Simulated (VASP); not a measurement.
Runs of VASP 6.6.1 on Pd. The structure is that of space group Im-3m (No. 229), or close to it. The cells are those of the table. This isn't the form of Pd at room conditions, which is fcc.

```csv
task,spin,cell,k mesh,cutoff (eV),gap on the mesh (eV),pressure (GPa),moment (μB)
single point,collinear,"a = 2.789 Å, angles 109.5°, 1 atom",23 × 23 × 23,520,none,-10.5,0.00
single point,collinear,"a = 2.754 Å, angles 109.5°, 1 atom",23 × 23 × 23,520,none,(b),0.00
single point,collinear,"a = 2.823 Å, angles 109.5°, 1 atom",23 × 23 × 23,520,none,-13.8,0.00
single point,collinear,"a = 2.605 Å, angles 109.5°, 1 atom",23 × 23 × 23,520,none,(a),0.00
single point,collinear,"a = 2.718 Å, angles 109.5°, 1 atom",14 × 14 × 14,520,none,-0.3,0.00
relaxation of cell and atoms,collinear,"relaxed from a = 2.674 Å, angles 109.5°, 1 atom",14 × 14 × 14,600,none,0.0,0.00
single point,"non-collinear, typed start, SOC","a = 2.718 Å, angles 109.5°, 1 atom",14 × 14 × 14,520,-,(c),0.00
single point,collinear,"a = 2.682 Å, angles 109.5°, 1 atom",23 × 23 × 23,520,none,6.9,0.00
single point,collinear,"a = 2.718 Å, angles 109.5°, 1 atom",23 × 23 × 23,520,none,-0.5,0.00
single point,collinear,"a = 2.644 Å, angles 109.5°, 1 atom",23 × 23 × 23,520,none,16.4,0.00
```

Alike in all rows: level PBE; potentials or basis VASP PAW PBE potentials, release 64 (Pd); smearing fermi-dirac 0.05 eV.

Problem. Fill in the values left out.

Solution. (a) 28.8; (b) -6.2; (c) -0.2.

Caveats: the cell stands under tension (at least some runs); the cell stands under pressure (at least some runs).

A k mesh can miss the band edges, and rows without SOC leave out spin-orbit coupling on Pd.

A gap of «none» marks levels without a gap at the run's occupations.
